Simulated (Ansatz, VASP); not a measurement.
Two plane-wave programs on Ge4H

File INCAR:

```
SYSTEM = Ge4H
PREC     = Accurate       ! precision mode
ENCUT    = 520            ! plane-wave cutoff, eV
EDIFF    = 1E-7           ! SCF threshold, eV
ISMEAR   = 0              ! smearing method
SIGMA    = 0.1            ! smearing width, eV
LREAL    = .FALSE.        ! projectors in reciprocal space
LASPH    = .TRUE.         ! aspherical terms in the spheres
NELM     = 60             ! most SCF steps
ALGO     = Normal         ! electronic algorithm
ISIF     = 2              ! what is computed and relaxed
LWAVE    = .FALSE.        ! write WAVECAR
LCHARG   = .FALSE.        ! write CHGCAR
LDIPOL   = .TRUE.       
IDIPOL   = 3            
DIPOL    = 0.5 0.5 0.336
GGA      = PE             ! functional
IVDW     = 12             ! dispersion correction
NBANDS   = 36             ! bands
```

KPOINTS

```
Automatic mesh
0
G
  7 7 1
  0 0 0
```

File POSCAR:

```
Ge4H
1.0
    4.0303587907      0.0000000000      0.0000000000
    0.0000000000      4.0303587907      0.0000000000
    0.0000000000      0.0000000000     21.6416627718
Ge H
4 1
Direct
    0.0000000000      0.5000000000      0.1848286817
    0.0000000000      0.0000000000      0.2506714513
    0.5000000000      0.0000000000      0.3196569899
    0.5000000000      0.5000000000      0.3854446333
    0.5000000000      1.0000000000      0.5379282957
```

Input for Ansatz:

```yaml
crystal:
  lattice:
    - [4.0303587907, 0.0, 0.0]
    - [0.0, 4.0303587907, 0.0]
    - [0.0, 0.0, 21.6416627718]
  atoms:
    - { symbol: Ge, position: [0.0, 0.5, 0.1848286817] }
    - { symbol: Ge, position: [0.0, 0.0, 0.2506714513] }
    - { symbol: Ge, position: [0.5, 0.0, 0.3196569899] }
    - { symbol: Ge, position: [0.5, 0.5, 0.3854446333] }
    - { symbol: H, position: [0.5, 1.0, 0.5379282957] }
basis:
  ecutwfc: 420
kpoints:
  mp_grid: { grid: [7, 7, 1] }
hamiltonian:
  xc: pbe
  pseudopotentials: { kind: paw, azcp: { folder: soft_1 } }
  dispersion: d3bj
scf:
  occupations: { method: gaussian, width: 0.1 }
output:
  forces: true
  eigenvalues: true
efield:
  axis: 3
  dipole_correction: true
  ramp_width: 0.04
```

Alike in both runs: task single point; functional PBE; dispersion D3(BJ); k mesh 7 × 7 × 1; occupations gaussian, width 0.1 eV; no spin polarisation.

|  | VASP | Ansatz |
| --- | --- | --- |
| version | VASP 6.6.1 | Ansatz 0.2.0 |
| potentials or method | VASP PAW PBE potentials, release 64 (Ge_d, H), cutoff 520 eV | scalar-relativistic, plane waves, PAW |
| valence electrons in the cell | 57 | 57 |

Ansatz gave:

```
gap on the k mesh at the Fermi level (eV) : none
rms of the force components (eV/Å)        : 0.113
```

Task: What did VASP give for the same quantities?

Result: gap on the k mesh at the Fermi level (eV): none; rms of the force components (eV/Å): 0.114.

Atom by atom the forces differ by 0.001 eV/Å (rms over components). A gap of «none» marks a metal or a gap that the smearing closes.
